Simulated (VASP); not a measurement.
Ta2F: single point with PBE

Ta2F:

```
Ta F
1.0
     2.93519    0.00000    0.00000
    -1.46760    2.54195    0.00000
     0.00000    0.00000   13.24091
Ta F
4 2
Direct
  0.00000 0.00000 0.28499
  0.00000 0.00000 0.71501
  0.33333 0.66667 0.09516
  0.66667 0.33333 0.90484
  0.66667 0.33333 0.39365
  0.33333 0.66667 0.60635
```

```
Program                : VASP 6.6.1
Task                   : single point
Functional             : PBE
Potentials or basis    : VASP PAW PBE potentials, release 64 (Ta_pv, F)
Cutoff                 : 520 eV
k mesh                 : 6 × 6 × 2
Occupations            : gaussian, width 0.1 eV
Spin                   : collinear spin, ferromagnetic start
Starting moments       : [1.0, 1.0, 1.0, 1.0, 0.0, 0.0] μB
Dipole correction      : no
Further INCAR settings : ALGO = Normal; EDIFF = 1e-07; NBANDS = 42
```

| Property | Result |
| --- | --- |
| Pressure | 0.5 GPa |
| Largest force | 0.108 eV/Å |
| Band gap on the k mesh | zero (filled and empty bands overlap) |
| Net moment | 0.00 μB per cell |
| Valence electrons inside the program's atomic spheres | Ta 8.82, 8.83; F 6.08 |

Forces in eV/Å, atoms in the order of the input:
```
Ta   0.000  0.000 -0.108
Ta   0.000  0.000  0.108
Ta   0.000  0.000  0.051
Ta   0.000  0.000 -0.051
F    0.000  0.000  0.069
F    0.000  0.000 -0.069
```

Levels at points of the mesh, in eV from the Fermi level:
Spin up:
```
           k point  band 25  band 26  band 27  band 28  band 29  band 30  band 31  band 32  band 33  band 34
(0.00, 0.00, 0.00)    -0.98    -0.79    -0.40     0.19     0.19     0.28     0.28     0.78     0.78     0.81
(0.50, 0.00, 0.00)    -2.92    -2.04    -1.24    -0.71    -0.01     0.95     0.95     1.96     3.49     4.05
(0.00, 0.00, 0.50)    -0.98    -0.78    -0.39     0.19     0.19     0.28     0.28     0.77     0.77     0.81
(0.50, 0.00, 0.50)    -2.96    -2.04    -1.24    -0.71    -0.01     0.95     0.96     1.95     3.49     4.09
```
Spin down:
```tsv
k point	band 26	band 27	band 28	band 29	band 30	band 31	band 32	band 33
(0.00, 0.00, 0.00)	-0.79	-0.40	0.19	0.19	0.28	0.28	0.78	0.78
(0.50, 0.00, 0.00)	-2.04	-1.24	-0.71	-0.01	0.95	0.95	1.96	3.49
(0.00, 0.00, 0.50)	-0.78	-0.39	0.19	0.19	0.28	0.28	0.77	0.77
(0.50, 0.00, 0.50)	-2.04	-1.24	-0.71	-0.01	0.95	0.96	1.95	3.49
```

It took 3 min on 1 thread of Intel Xeon 6975P-C (shared host), peak memory 0.31 GiB.

Caveat: the k points lie up to 0.41 Å⁻¹ apart; spin-orbit coupling is left out, which moves the levels of the heavy elements.
